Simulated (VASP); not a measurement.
# Cd4Se (Im-3m) in VASP: notebook

Runs on Cd4Se. Level: PBE. Tasks: single point.

Program: VASP 6.6.1. These are calculated values, not measurements. Logs are shortened: lines on timing, memory, paths and dates and some standing lists are left out, and cuts for length are marked.

## (1) The cell of the first run

It takes space group Im-3m (No. 229, cubic). Conventional cell: a = 6.240 Å, b = 6.240 Å, c = 6.240 Å, α = 90.00°, β = 90.00°, γ = 90.00°. Within 3.6 Å of Cd (site symmetry -3m) lie 2 Se at 2.70 Å and 6 Cd at 3.12 Å. Se (site symmetry m-3m) has 8 Cd at 2.70 Å within 3.6 Å.

## (2) Single point, PBE

INCAR reads:

```
SYSTEM = Cd4Se
ALGO = Normal
EDIFF = 1E-6
ENCUT = 520
GGA = PE
ISIF = 2
ISMEAR = 0
LASPH = .TRUE.
LCHARG = .TRUE.
LELF = .TRUE.
LREAL = .FALSE.
LVHAR = .TRUE.
LWAVE = .FALSE.
NBANDS = 35
NELM = 100
PREC = Accurate
SIGMA = 0.1
```

KPOINTS reads:

```
k-points
0
G
  4 4 4
  0 0 0
```

POSCAR reads:

```
Cd4Se
1.0
   -3.1201491400      3.1201491400      3.1201491400
    3.1201491400     -3.1201491400      3.1201491400
    3.1201491400      3.1201491400     -3.1201491400
Cd Se
4 1
Direct
    0.0000000000      0.0000000000      0.5000000000
    0.0000000000      0.5000000000      0.0000000000
    0.5000000000      0.0000000000      0.0000000000
    0.5000000000      0.5000000000      0.5000000000
    0.0000000000      0.0000000000      0.0000000000
```

Potentials or basis: VASP PAW PBE potentials, release 64 (Cd, Se).

Started as:

```console
$ cat potpaw_PBE.64/Cd/POTCAR potpaw_PBE.64/Se/POTCAR > POTCAR
$ mpirun -np 1 vasp_std > vasp.out
```

OUTCAR:

```text
SYSTEM = Cd4Se
   EDIFF = 1E-6
   ENCUT = 520
   GGA = PE
   ISIF = 2
   ISMEAR = 0
   LASPH = .TRUE.
   LREAL = .FALSE.
   NELM = 100
   PREC = Accurate

 ion  position               nearest neighbor table
   1  0.000  0.000  0.500-   5 2.70   5 2.70   4 3.12   2 3.12   3 3.12   2 3.12   3 3.12   4 3.12

   2  0.000  0.500  0.000-   5 2.70   5 2.70   4 3.12   1 3.12   3 3.12   1 3.12   4 3.12   3 3.12

   3  0.500  0.000  0.000-   5 2.70   5 2.70   4 3.12   1 3.12   4 3.12   2 3.12   1 3.12   2 3.12

   4  0.500  0.500  0.500-   5 2.70   5 2.70   3 3.12   1 3.12   3 3.12   2 3.12   1 3.12   2 3.12

   5  0.000  0.000  0.000-   1 2.70   2 2.70   3 2.70   4 2.70   1 2.70   2 2.70   3 2.70   4 2.70

  LATTYP: Found a body centered cubic cell.
 ALAT       =     6.2402982800

  Lattice vectors:

 A1 = (  -3.1201491400,   3.1201491400,   3.1201491400)
 A2 = (   3.1201491400,  -3.1201491400,   3.1201491400)
 A3 = (   3.1201491400,   3.1201491400,  -3.1201491400)

Analysis of symmetry for initial positions (statically):
=====================================================================
 Subroutine PRICEL returns:
 Original cell was already a primitive cell.

 Routine SETGRP: Setting up the symmetry group for a
 body centered cubic supercell.

 Subroutine GETGRP returns: Found 48 space group operations
 (whereof 48 operations were pure point group operations)
 out of a pool of 48 trial point group operations.

The static configuration has the point symmetry O_h .

Analysis of symmetry for dynamics (positions and initial velocities):
=====================================================================
 Subroutine PRICEL returns:
 Original cell was already a primitive cell.

 Routine SETGRP: Setting up the symmetry group for a
 body centered cubic supercell.

 Subroutine GETGRP returns: Found 48 space group operations
 (whereof 48 operations were pure point group operations)
 out of a pool of 48 trial point group operations.

The dynamic configuration has the point symmetry O_h .

 Subroutine INISYM returns: Found 48 space group operations
 (whereof 48 operations are pure point group operations),
 and found     1 'primitive' translations

----------------------------------------------------------------------------------------

[... 79 lines left out ...]
   ENCUT  =  520.0 eV  38.22 Ry    6.18 a.u.  10.05 10.05 10.05*2*pi/ulx,y,z
   NELM   =    100;   NELMIN=  2; NELMDL= -5     # of ELM steps
   EDIFF  = 0.1E-05   stopping-criterion for ELM
   LREAL  =      F    real-space projection
   EDIFFG = 0.1E-04   stopping-criterion for IOM
   NSW    =      0    number of steps for IOM
   IBRION =     -1    ionic relax: 0-MD 1-quasi-New 2-CG
   NFREE  =      0    steps in history (QN), initial steepest desc. (CG)
   ISIF   =      2    stress and relaxation
   ISYM   =      2    0-nonsym 1-usesym 2-fastsym
   POTIM  = 0.5000    time-step for ionic-motion
   TEBEG  =    0.0;   TEEND  =   0.0 temperature during run
   PSTRESS=    0.0 pullay stress
   NELECT =      54.0000    total number of electrons
   NUPDOWN=      -1.0000    fix difference up-down
   EMIN   =  10.00;   EMAX   =-10.00  energy-range for DOS
   EFERMI =   0.00;   METHOD = LEGACY
   ISMEAR =     0;   SIGMA  =   0.10  broadening in eV -4-tet -1-fermi 0-gaus
   EFERMI_NEDOS =   21; number of points for ismear=-14 and -15
   IALGO  =     38    algorithm
   IMIX   =      4    mixing-type and parameters
     AMIX     =   0.40;   BMIX     =  1.00
     AMIX_MAG =   1.60;   BMIX_MAG =  1.00
  volume/ion in A,a.u.               =      24.30       163.99
  Fermi-wavevector in a.u.,A,eV,Ry     =   1.249331  2.360893 21.236342  1.560827
  Thomas-Fermi vector in A             =   2.383376
   LORBIT       =      0    0 simple, 1 ext, 2 COOP (PROOUT), +10 PAW based schemes
   GGA     = PE    functional components
   LHFCALC =     F    Hartree Fock is set to
   AEXX    =    0.0000 exact exchange contribution
   IVDW    =     0    specifies the selected vdW correction
   LEPSILON=     F    determine dielectric tensor
   LRPA    =     F    only Hartree local field effects (RPA)
 non-spin polarized calculation
 Gauss-broadening in eV      SIGMA  =   0.10
  energy-cutoff  :      520.00
  volume of cell :      121.50
 maximum number of plane-waves:      3319
   NGX = 21   NGY = 21   NGZ = 21

 number of electron      54.0000027 magnetization

 Free energy of the ion-electron system (eV)
  ---------------------------------------------------
  ext. energy  EPLUGINS =         0.00000000
  ---------------------------------------------------
  free energy    TOTEN  =        -5.03791669 eV

  energy without entropy =       -5.01651242  energy(sigma->0) =       -5.02721455

 E-fermi :   2.1193     XC(G=0): -10.1142

 val. band max:        2.1158593885   @ k =   0.5000   0.5000   0.2500
 cond. band min:       2.6883385468   @ k =   0.0000   0.0000   0.0000
 fundamental gap:      0.5724791583
 Fermi energy:         2.1192989304

 k-point     1 :       0.0000    0.0000    0.0000
  band No.  band energies     occupation
      1     -12.5179      2.00000
      2      -6.9522      2.00000
      3      -6.9522      2.00000
      4      -6.6753      2.00000
      5      -6.6753      2.00000
      6      -6.6119      2.00000
[... 293 lines left out ...]
     34       7.4767      0.00000
     35      12.3342      0.00000

------------------------ aborting loop because EDIFF is reached ----------------------------------------

  FORCE on cell =-STRESS in cart. coord.  units (eV):
  Direction    XX          YY          ZZ          XY          YZ          ZX
  --------------------------------------------------------------------------------------
  -------------------------------------------------------------------------------------
  Total        6.1304727      6.1304727      6.1304727     -0.0000000      0.0000000     -0.0000000
  in kB       80.8385462     80.8385462     80.8385462     -0.0000000      0.0000000     -0.0000000
  external PRESSURE =      80.8385462 kB  Pullay stress =       0.0000000 kB

 VOLUME and BASIS-vectors are now :
 -----------------------------------------------------------------------------
  energy-cutoff  :      520.00
  volume of cell :      121.50
      direct lattice vectors                 reciprocal lattice vectors
    -3.120149140  3.120149140  3.120149140     0.000000000  0.160248750  0.160248750
     3.120149140 -3.120149140  3.120149140     0.160248750  0.000000000  0.160248750
     3.120149140  3.120149140 -3.120149140     0.160248750  0.160248750  0.000000000

 POSITION                                       TOTAL-FORCE (eV/Angst)
 -----------------------------------------------------------------------------------
      1.56007      1.56007     -1.56007        -0.000000     -0.000000      0.000000
      1.56007     -1.56007      1.56007        -0.000000      0.000000     -0.000000
     -1.56007      1.56007      1.56007         0.000000      0.000000      0.000000
      1.56007      1.56007      1.56007         0.000000     -0.000000      0.000000
      0.00000      0.00000      0.00000         0.000000      0.000000     -0.000000
 -----------------------------------------------------------------------------------
    total drift:                                0.000000     -0.000000      0.000000

  FREE ENERGIE OF THE ION-ELECTRON SYSTEM (eV)
  ---------------------------------------------------
  free  energy   TOTEN  =        -5.0379166892 eV

  energy  without entropy=       -5.0165124192  energy(sigma->0) =       -5.02721455
```

stdout:

```text
POSCAR found type information on POSCAR CdSe
 POSCAR found :  2 types and       5 ions
 scaLAPACK will be used
 LDA part: xc-table for (Slater+PW92), standard interpolation
 POSCAR, INCAR and KPOINTS ok, starting setup
 FFT: planning ... GRIDC
 FFT: planning ... GRID_SOFT
 FFT: planning ... GRID
 WAVECAR not read
 entering main loop
```

Wall time 19 s (1 thread of Intel Xeon 6975P-C (Granite Rapids), shared host); peak memory 0.24 GiB.

Results:

```
Free energy            : -5.0379 eV
Pressure               : 8.1 GPa
Band gap on the k mesh : zero (band 27 reaches 4.30 eV, above the bottom of band 28 at 1.74 eV)
```

Levels at points of the mesh, in eV from the Fermi level:
| k point | band 24 | band 25 | band 26 | band 27 | band 28 | band 29 | band 30 | band 31 |
| --- | --- | --- | --- | --- | --- | --- | --- | --- |
| (0.00, 0.00, 0.00) | -4.56 | -4.28 | 0.57 | 0.57 | 0.57 | 1.36 | 1.36 | 1.36 |
| (0.50, 0.00, 0.00) | -4.13 | -3.00 | -1.30 | 1.05 | 1.87 | 1.88 | 3.24 | 3.53 |
| (0.50, 0.50, 0.50) | -4.59 | -1.67 | -1.67 | 2.18 | 2.18 | 2.18 | 3.06 | 3.13 |

## (3) Single point, PBE

This run uses another cell than the first one, of 28.49 Å³/atom, 1.173 times its volume.

INCAR reads:

```
ALGO = Normal
EDIFF = 1E-7
ENCUT = 520
GGA = PE
ISIF = 2
ISMEAR = 0
LASPH = True
LCHARG = True
LELF = True
LREAL = False
LVHAR = True
LWAVE = False
NBANDS = 35
NELM = 80
PREC = Accurate
SIGMA = 0.1
```

KPOINTS reads:

```
k-points
0
Gamma
  4 4 4
```

Edit POSCAR of step 2 so:

```diff
@@ -2,5 +2,5 @@
 1.0
-   -3.1201491400      3.1201491400      3.1201491400
-    3.1201491400     -3.1201491400      3.1201491400
-    3.1201491400      3.1201491400     -3.1201491400
+   -3.2901685042      3.2901685042      3.2901685042
+    3.2901685042     -3.2901685042      3.2901685042
+    3.2901685042      3.2901685042     -3.2901685042
 Cd Se
```

Potentials or basis: VASP PAW PBE potentials, release 64 (Cd, Se).

Started as:

```console
$ cat potpaw_PBE.64/Cd/POTCAR potpaw_PBE.64/Se/POTCAR > POTCAR
$ mpirun -np 1 vasp_std > vasp.out
```

OUTCAR:

```text
EDIFF = 1E-7
   ENCUT = 520
   GGA = PE
   ISIF = 2
   ISMEAR = 0
   LASPH = True
   LREAL = False
   NELM = 80
   PREC = Accurate

 ion  position               nearest neighbor table
   1  0.000  0.000  0.500-   5 2.85   5 2.85   4 3.29   2 3.29   3 3.29   2 3.29   3 3.29   4 3.29

   2  0.000  0.500  0.000-   5 2.85   5 2.85   4 3.29   1 3.29   3 3.29   1 3.29   4 3.29   3 3.29

   3  0.500  0.000  0.000-   5 2.85   5 2.85   4 3.29   1 3.29   4 3.29   2 3.29   1 3.29   2 3.29

[... 492 lines left out ...]
  -------------------------------------------------------------------------------------
  Total        0.3764440      0.3764440      0.3764440      0.0000000     -0.0000000      0.0000000
  in kB        4.2334707      4.2334707      4.2334707      0.0000000     -0.0000000      0.0000000
  external PRESSURE =       4.2334707 kB  Pullay stress =       0.0000000 kB

 VOLUME and BASIS-vectors are now :
 -----------------------------------------------------------------------------
  energy-cutoff  :      520.00
  volume of cell :      142.47
      direct lattice vectors                 reciprocal lattice vectors
    -3.290168504  3.290168504  3.290168504     0.000000000  0.151967901  0.151967901
     3.290168504 -3.290168504  3.290168504     0.151967901  0.000000000  0.151967901
     3.290168504  3.290168504 -3.290168504     0.151967901  0.151967901  0.000000000

 POSITION                                       TOTAL-FORCE (eV/Angst)
 -----------------------------------------------------------------------------------
      1.64508      1.64508     -1.64508        -0.000000      0.000000      0.000000
      1.64508     -1.64508      1.64508        -0.000000     -0.000000      0.000000
     -1.64508      1.64508      1.64508         0.000000     -0.000000     -0.000000
      1.64508      1.64508      1.64508        -0.000000     -0.000000     -0.000000
      0.00000      0.00000      0.00000         0.000000     -0.000000      0.000000
 -----------------------------------------------------------------------------------
    total drift:                               -0.000000     -0.000000      0.000000

  FREE ENERGIE OF THE ION-ELECTRON SYSTEM (eV)
  ---------------------------------------------------
  free  energy   TOTEN  =        -5.5072666939 eV

  energy  without entropy=       -5.4762747199  energy(sigma->0) =       -5.49177071
```

OSZICAR:

```text
N       E                     dE             d eps       ncg     rms          rms(c)
DAV:   1     0.390100781217E+03    0.39010E+03   -0.27552E+04   560   0.145E+03
DAV:   2     0.101654695470E+02   -0.37994E+03   -0.36978E+03   587   0.377E+02
DAV:   3    -0.576636295698E+01   -0.15932E+02   -0.15763E+02   633   0.782E+01
DAV:   4    -0.588785521279E+01   -0.12149E+00   -0.12137E+00   613   0.573E+00
DAV:   5    -0.588837039669E+01   -0.51518E-03   -0.51517E-03   613   0.362E-01    0.702E+00
DAV:   6    -0.549518829837E+01    0.39318E+00   -0.11283E+00   661   0.719E+00    0.513E+00
DAV:   7    -0.550898486801E+01   -0.13797E-01   -0.26123E-01   584   0.192E+00    0.249E+00
DAV:   8    -0.550817603034E+01    0.80884E-03   -0.32544E-02   591   0.119E+00    0.275E-01
DAV:   9    -0.550701579877E+01    0.11602E-02   -0.82996E-03   596   0.554E-01    0.727E-02
DAV:  10    -0.550722067996E+01   -0.20488E-03   -0.10412E-03   593   0.178E-01    0.384E-02
DAV:  11    -0.550725011929E+01   -0.29439E-04   -0.30820E-05   594   0.266E-02    0.191E-02
DAV:  12    -0.550726666603E+01   -0.16547E-04   -0.23770E-05   572   0.241E-02    0.461E-03
DAV:  13    -0.550726669386E+01   -0.27830E-07   -0.40524E-07   545   0.282E-03
   1 F= -.55072667E+01 E0= -.54917707E+01  d E =-.309920E-01
```

It took 24 s on 1 thread of Intel Xeon 6975P-C (Granite Rapids), shared host; peak memory 0.25 GiB.

Results:

```yaml
Free_energy: -5.5073 eV
Pressure: 0.4 GPa
Band_gap_on_the_k_mesh: zero (band 27 reaches 2.73 eV, above the bottom of band 28 at 0.75 eV)
```

Levels at points of the mesh, in eV from the Fermi level:
| k point | band 25 | band 26 | band 27 | band 28 | band 29 | band 30 |
| --- | --- | --- | --- | --- | --- | --- |
| (0.00, 0.00, 0.00) | -3.87 | 0.15 | 0.15 | 0.15 | 1.48 | 1.48 |
| (0.50, 0.00, 0.00) | -2.83 | -1.26 | 0.74 | 1.74 | 1.89 | 2.43 |
| (0.50, 0.50, 0.50) | -1.11 | -1.11 | 1.57 | 1.57 | 1.57 | 2.66 |
